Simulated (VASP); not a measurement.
Set up this calculation in VASP 6.6.1, as the native input.

```
Task                   : single point
Functional             : PBE
Potentials or basis    : VASP PAW PBE potentials, release 64 (Hf_pv, Si, O)
Cutoff                 : 520 eV
k mesh                 : 4 × 4 × 4
Occupations            : gaussian, width 0.02 eV
Spin                   : no spin polarisation
Dipole correction      : no
Further INCAR settings : ALGO = Normal; EDIFF = 1e-06; NBANDS = 47
```

The structure of HfSi3O8 lies in POSCAR:

```
HfSi3O8
1.0
    5.3228272445      0.0000000000      0.0000000000
    0.0000000000      5.3228272445      0.0000000000
    0.0000000000      0.0000000000      7.9365090900
Hf Si O
1 3 8
Direct
    0.5000000000      0.5000000000      0.5000000000
    0.0000000000      0.0000000000      0.0000000000
    0.5000000000      0.0000000000      0.7781413922
    0.0000000000      0.5000000000      0.2218586078
    0.4226919822      0.7687585125      0.6554806510
    0.9303955131      0.2516207265      0.1090817262
    0.7483792735      0.9303955131      0.8909182738
    0.2312414875      0.4226919822      0.3445193490
    0.5773080178      0.2312414875      0.6554806510
    0.0696044869      0.7483792735      0.1090817262
    0.2516207265      0.0696044869      0.8909182738
    0.7687585125      0.5773080178      0.3445193490
```

These files were run (other wordings do the same):

INCAR

```
SYSTEM = HfSi3O8
PREC = Accurate
ENCUT = 520
EDIFF = 1E-6
ISMEAR = 0
SIGMA = 0.02
LREAL = .FALSE.
LASPH = .TRUE.
NELM = 100
ALGO = Normal
ISIF = 2
LWAVE = .FALSE.
LCHARG = .TRUE.
GGA = PE
LELF = .TRUE.
LVHAR = .TRUE.
NBANDS = 47
```

KPOINTS

```
Automatic mesh
0
G
  4 4 4
  0 0 0
```

Potentials or basis: VASP PAW PBE potentials, release 64 (Hf_pv, Si, O).

Launch:

```console
$ cat potpaw_PBE.64/Hf_pv/POTCAR potpaw_PBE.64/Si/POTCAR potpaw_PBE.64/O/POTCAR > POTCAR
$ mpirun -np 1 vasp_std > vasp.out
```

Results of the run:

```
Pressure               : -0.2 GPa
Largest force          : 0.193 eV/Å
Band gap on the k mesh : 4.91 eV, direct
```

Caveat: spin-orbit coupling is left out, which moves the levels of the heavy elements.

Run time: 3 min on 1 thread of Intel Xeon 6975P-C, with other jobs on the host, peak memory 0.39 GiB.
